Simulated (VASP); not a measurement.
# Cs2SnI6 (Fm-3m) in VASP: further runs

Cs2SnI6 is run at these levels: PBEsol; tasks: single point, relaxation of cell and atoms.

Program: VASP 6.6.1. These are calculated values, not measurements. Logs are shortened: lines on timing, memory, paths and dates and some standing lists are left out, and cuts for length are marked.

**Measured values to compare with.**

“Changes in charge density vs changes in formal oxidation states: The case of Sn halide perovskites and their ordered vacancy analogues”, 2017, arxiv:1705.01565 reports, for a powder of Cs2SnI6: band gap 1.3 eV (optical).

The results are compared with them further down.

**1. The cell of the first run**

It takes space group Fm-3m (No. 225, cubic). The conventional cell has a = 11.555 Å, b = 11.555 Å, c = 11.555 Å, α = 90.00°, β = 90.00°, γ = 90.00°. Cs (site symmetry -43m) has 12 I at 4.09 Å and 4 Sn at 5.00 Å within 5.4 Å. Sn (site symmetry m-3m) has 6 I at 2.87 Å within 3.8 Å. I (site symmetry 4mm) has 1 Sn at 2.87 Å within 3.8 Å.

**2. Single point, PBEsol**

Contents of INCAR:

```
SYSTEM = Cs2SnI6
  PREC = Accurate
  ENCUT = 500
  EDIFF = 1E-6
  ISMEAR = 0
  SIGMA = 0.1
  LREAL = .FALSE.
  LASPH = .TRUE.
  NELM = 120
  ALGO = Normal
  ISIF = 2
  LWAVE = .FALSE.
  LCHARG = .FALSE.
  GGA = PS
  NBANDS = 47
  GGA_COMPAT = .FALSE.
```

Contents of KPOINTS:

```
regular mesh
0
G
  6 6 6
  0 0 0
```

Contents of POSCAR:

```
Cs2SnI6
1.0
    0.0000000000      5.7774158378      5.7774158378
    5.7774158378      0.0000000000      5.7774158378
    5.7774158378      5.7774158378      0.0000000000
Cs Sn I
2 1 6
Direct
    0.2500000000      0.2500000000      0.2500000000
    0.7500000000      0.7500000000      0.7500000000
    0.0000000000      0.0000000000      0.0000000000
    0.7516489921      0.2483510079      0.2483510079
    0.2483510079      0.7516489921      0.2483510079
    0.2483510079      0.7516489921      0.7516489921
    0.7516489921      0.2483510079      0.7516489921
    0.2483510079      0.2483510079      0.7516489921
    0.7516489921      0.7516489921      0.2483510079
```

Potentials or basis: VASP PAW PBE potentials, release 64 (Cs_sv, Sn_d, I).

The run is started by

```
$ cat potpaw_PBE.64/Cs_sv/POTCAR potpaw_PBE.64/Sn_d/POTCAR potpaw_PBE.64/I/POTCAR > POTCAR
$ mpirun -np 1 vasp_std > vasp.out
```

OUTCAR:

```text
SYSTEM = Cs2SnI6
   PREC = Accurate
   ENCUT = 500
   EDIFF = 1E-6
   ISMEAR = 0
   LREAL = .FALSE.
   LASPH = .TRUE.
   NELM = 120
   ISIF = 2
   GGA = PS

 ion  position               nearest neighbor table
   1  0.250  0.250  0.250-
   2  0.750  0.750  0.750-
   3  0.000  0.000  0.000-   4 2.87   5 2.87   6 2.87   7 2.87   8 2.87   9 2.87
   4  0.752  0.248  0.248-   3 2.87
   5  0.248  0.752  0.248-   3 2.87
   6  0.248  0.752  0.752-   3 2.87
   7  0.752  0.248  0.752-   3 2.87
   8  0.248  0.248  0.752-   3 2.87
   9  0.752  0.752  0.248-   3 2.87

  LATTYP: Found a face centered cubic cell.
 ALAT       =    11.5548316756

  Lattice vectors:

 A1 = (   0.0000000000,   5.7774158378,   5.7774158378)
 A2 = (   5.7774158378,   0.0000000000,   5.7774158378)
 A3 = (   5.7774158378,   5.7774158378,   0.0000000000)

Analysis of symmetry for initial positions (statically):
=====================================================================
 Subroutine PRICEL returns:
 Original cell was already a primitive cell.

 Routine SETGRP: Setting up the symmetry group for a
 face centered cubic supercell.

 Subroutine GETGRP returns: Found 48 space group operations
 (whereof 48 operations were pure point group operations)
 out of a pool of 48 trial point group operations.

The static configuration has the point symmetry O_h .

Analysis of symmetry for dynamics (positions and initial velocities):
=====================================================================
 Subroutine PRICEL returns:
 Original cell was already a primitive cell.

 Routine SETGRP: Setting up the symmetry group for a
 face centered cubic supercell.

 Subroutine GETGRP returns: Found 48 space group operations
 (whereof 48 operations were pure point group operations)
 out of a pool of 48 trial point group operations.

The dynamic configuration has the point symmetry O_h .

 Subroutine INISYM returns: Found 48 space group operations
 (whereof 48 operations are pure point group operations),
 and found     1 'primitive' translations

----------------------------------------------------------------------------------------

                                     Primitive cell

  volume of cell :     385.6833

  direct lattice vectors                    reciprocal lattice vectors
     0.000000000  5.777415838  5.777415838    -0.086543883  0.086543883  0.086543883
[... 96 lines left out ...]
   NFREE  =      0    steps in history (QN), initial steepest desc. (CG)
   ISIF   =      2    stress and relaxation
   ISYM   =      2    0-nonsym 1-usesym 2-fastsym
   POTIM  = 0.5000    time-step for ionic-motion
   TEBEG  =    0.0;   TEEND  =   0.0 temperature during run
   PSTRESS=    0.0 pullay stress
   NELECT =      74.0000    total number of electrons
   NUPDOWN=      -1.0000    fix difference up-down
   EMIN   =  10.00;   EMAX   =-10.00  energy-range for DOS
   EFERMI =   0.00;   METHOD = LEGACY
   ISMEAR =     0;   SIGMA  =   0.10  broadening in eV -4-tet -1-fermi 0-gaus
   EFERMI_NEDOS =   21; number of points for ismear=-14 and -15
   IALGO  =     38    algorithm
   IMIX   =      4    mixing-type and parameters
     AMIX     =   0.40;   BMIX     =  1.00
     AMIX_MAG =   1.60;   BMIX_MAG =  1.00
  volume/ion in A,a.u.               =      42.85       289.19
  Fermi-wavevector in a.u.,A,eV,Ry     =   0.944224  1.784325 12.130400  0.891559
  Thomas-Fermi vector in A             =   2.072008
   LORBIT       =      0    0 simple, 1 ext, 2 COOP (PROOUT), +10 PAW based schemes
   GGA     = PS    functional components
   LHFCALC =     F    Hartree Fock is set to
   AEXX    =    0.0000 exact exchange contribution
   IVDW    =     0    specifies the selected vdW correction
   LEPSILON=     F    determine dielectric tensor
   LRPA    =     F    only Hartree local field effects (RPA)
 non-spin polarized calculation
 Gauss-broadening in eV      SIGMA  =   0.10
  energy-cutoff  :      500.00
  volume of cell :      385.68
 maximum number of plane-waves:      9841
   NGX = 29   NGY = 29   NGZ = 29

 number of electron      73.9999988 magnetization

 Free energy of the ion-electron system (eV)
  ---------------------------------------------------
  ext. energy  EPLUGINS =         0.00000000
  ---------------------------------------------------
  free energy    TOTEN  =       -24.88002754 eV

  energy without entropy =      -24.87847756  energy(sigma->0) =      -24.87925255

 E-fermi :   2.0956     XC(G=0):  -8.2295

 val. band max:        1.9934838579   @ k =   0.0000   0.0000   0.0000
 cond. band min:       2.2832968568   @ k =   0.1667   0.0000   0.0000
 fundamental gap:      0.2898129989
 Fermi energy:         2.0956254598

 k-point     1 :       0.0000    0.0000    0.0000
  band No.  band energies     occupation
      1     -19.3588      2.00000
      2     -19.3588      2.00000
      3     -19.3051      2.00000
      4     -19.3051      2.00000
      5     -19.3051      2.00000
      6     -18.3969      2.00000
[... 789 lines left out ...]
     46       8.0918      0.00000
     47       8.1374      0.00000

------------------------ aborting loop because EDIFF is reached ----------------------------------------

  FORCE on cell =-STRESS in cart. coord.  units (eV):
  Direction    XX          YY          ZZ          XY          YZ          ZX
  --------------------------------------------------------------------------------------
  -------------------------------------------------------------------------------------
  Total        0.0662052      0.0662052      0.0662052      0.0000000      0.0000000      0.0000000
  in kB        0.2750248      0.2750248      0.2750248      0.0000000      0.0000000      0.0000000
  external PRESSURE =       0.2750248 kB  Pullay stress =       0.0000000 kB

 VOLUME and BASIS-vectors are now :
 -----------------------------------------------------------------------------
  energy-cutoff  :      500.00
  volume of cell :      385.68
      direct lattice vectors                 reciprocal lattice vectors
     0.000000000  5.777415838  5.777415838    -0.086543883  0.086543883  0.086543883
     5.777415838  0.000000000  5.777415838     0.086543883 -0.086543883  0.086543883
     5.777415838  5.777415838  0.000000000     0.086543883  0.086543883 -0.086543883

 POSITION                                       TOTAL-FORCE (eV/Angst)
 -----------------------------------------------------------------------------------
      2.88871      2.88871      2.88871        -0.000000      0.000000      0.000000
      8.66612      8.66612      8.66612        -0.000000     -0.000000      0.000000
      0.00000      0.00000      0.00000        -0.000000      0.000000      0.000000
      2.86965      5.77742      5.77742         0.005265      0.000000      0.000000
      5.77742      2.86965      5.77742        -0.000000      0.005265      0.000000
      8.68518      5.77742      5.77742        -0.005265      0.000000      0.000000
      5.77742      8.68518      5.77742        -0.000000     -0.005265      0.000000
      5.77742      5.77742      2.86965        -0.000000      0.000000      0.005265
      5.77742      5.77742      8.68518        -0.000000      0.000000     -0.005265
 -----------------------------------------------------------------------------------
    total drift:                               -0.000000      0.000000      0.000000

  FREE ENERGIE OF THE ION-ELECTRON SYSTEM (eV)
  ---------------------------------------------------
  free  energy   TOTEN  =       -24.8800275372 eV

  energy  without entropy=      -24.8784775617  energy(sigma->0) =      -24.87925255
```

OSZICAR:

```text
N       E                     dE             d eps       ncg     rms          rms(c)
DAV:   1     0.565829841825E+03    0.56583E+03   -0.28620E+04  1504   0.132E+03
DAV:   2     0.437668397060E+02   -0.52206E+03   -0.50502E+03  1806   0.265E+02
DAV:   3    -0.226578824142E+02   -0.66425E+02   -0.65908E+02  1758   0.111E+02
DAV:   4    -0.253000068095E+02   -0.26421E+01   -0.26361E+01  1880   0.267E+01
DAV:   5    -0.253897032727E+02   -0.89696E-01   -0.89662E-01  2108   0.469E+00    0.738E+00
DAV:   6    -0.249477555078E+02    0.44195E+00   -0.61844E-01  2072   0.544E+00    0.509E+00
DAV:   7    -0.248803400815E+02    0.67415E-01   -0.46347E-01  2092   0.278E+00    0.108E+00
DAV:   8    -0.248786972047E+02    0.16429E-02   -0.37312E-02  1988   0.119E+00    0.566E-01
DAV:   9    -0.248798282598E+02   -0.11311E-02   -0.40171E-03  1868   0.274E-01    0.848E-02
DAV:  10    -0.248799047850E+02   -0.76525E-04   -0.21940E-04  1866   0.602E-02    0.469E-02
DAV:  11    -0.248800126862E+02   -0.10790E-03   -0.11244E-04  1806   0.464E-02    0.108E-02
DAV:  12    -0.248800250736E+02   -0.12387E-04   -0.13730E-05  1842   0.171E-02    0.880E-03
DAV:  13    -0.248800274668E+02   -0.23931E-05   -0.41279E-06  1507   0.698E-03    0.176E-03
DAV:  14    -0.248800275372E+02   -0.70399E-07   -0.23696E-07  1286   0.223E-03
   1 F= -.24880028E+02 E0= -.24879253E+02  d E =-.154998E-02
```

stdout:

```text
POSCAR found type information on POSCAR CsSnI
 POSCAR found :  3 types and       9 ions
 scaLAPACK will be used
 -----------------------------------------------------------------------------
|                                                                             |
|                                                                             |
|     You enforced a specific xc type in the INCAR file but a different       |
|     I HOPE YOU KNOW WHAT YOU ARE DOING!                                     |
|                                                                             |
 -----------------------------------------------------------------------------

 LDA part: xc-table for (Slater+PW92), standard interpolation
 POSCAR, INCAR and KPOINTS ok, starting setup
 FFT: planning ... GRIDC
 FFT: planning ... GRID_SOFT
 FFT: planning ... GRID
 WAVECAR not read
 entering main loop
```

It took 3 min on 1 thread of Intel Xeon 6975P-C (Granite Rapids), shared host; peak memory 0.63 GiB.

Results:

```yaml
Free_energy: -24.8800 eV
Pressure: 0.0 GPa
Largest_force: 0.005 eV/Å
Band_gap_on_the_k_mesh: zero (filled and empty bands touch)
```

Forces in eV/Å, atoms in the order of the input:
```
Cs   0.000  0.000  0.000
Cs   0.000  0.000  0.000
Sn   0.000  0.000  0.000
I    0.005  0.000  0.000
I    0.000  0.005  0.000
I   -0.005  0.000  0.000
I    0.000 -0.005  0.000
I    0.000  0.000  0.005
I    0.000  0.000 -0.005
```

Caveat: the PAW data sets were made with another functional, which shifts forces and pressure a little; spin-orbit coupling is left out, which moves the levels of the heavy elements.

(Continued in part 2 of 2.)
